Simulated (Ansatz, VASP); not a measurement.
**Two plane-wave programs on Cu**

```xyz
2
Lattice="2.5206 0.0000 0.0000 -1.2603 2.1829 0.0000 0.0000 0.0000 4.1165" Properties=species:S:1:pos:R:3 pbc="T T T"
Cu    0.0000    1.4553    1.1041
Cu    1.2603    0.7276    3.0124
```

Change from the starting cell: mode 6 (263.3 1/cm) frozen in, largest displacement +0.075 Å.

Alike in both runs: task single point; functional PBEsol; k mesh 30 × 30 × 14; occupations gaussian, width 0.15 eV; no spin polarisation.

|  | VASP | Ansatz |
| --- | --- | --- |
| version | VASP 6.6.1 | Ansatz 0.2.0 |
| potentials or method | VASP PAW PBE potentials, release 64 (Cu), cutoff 520 eV | scalar-relativistic, plane waves, PAW |
| valence electrons in the cell | 22 | 38 |

|  | VASP | Ansatz | Ansatz less VASP |
| --- | --- | --- | --- |
| gap on the k mesh at the Fermi level (eV) | none | none | - |
| pressure (GPa) | 3.3 | 2.5 | -0.74 |
| traceless stress, the component that is largest in VASP (GPa) | 2.10 | 2.11 | +0.009 |
| rms of the force components (eV/Å) | 0.731 | 0.727 | -0.0033 |

VASP's potentials were made for PBE, not for PBEsol. Atom by atom the forces differ by 0.003 eV/Å (rms over components). A gap of «none» marks a metal or a gap that the smearing closes. VASP's potentials hold 22 valence electrons a cell and Ansatz's 38, so a difference there can come from the potentials and not from the codes.
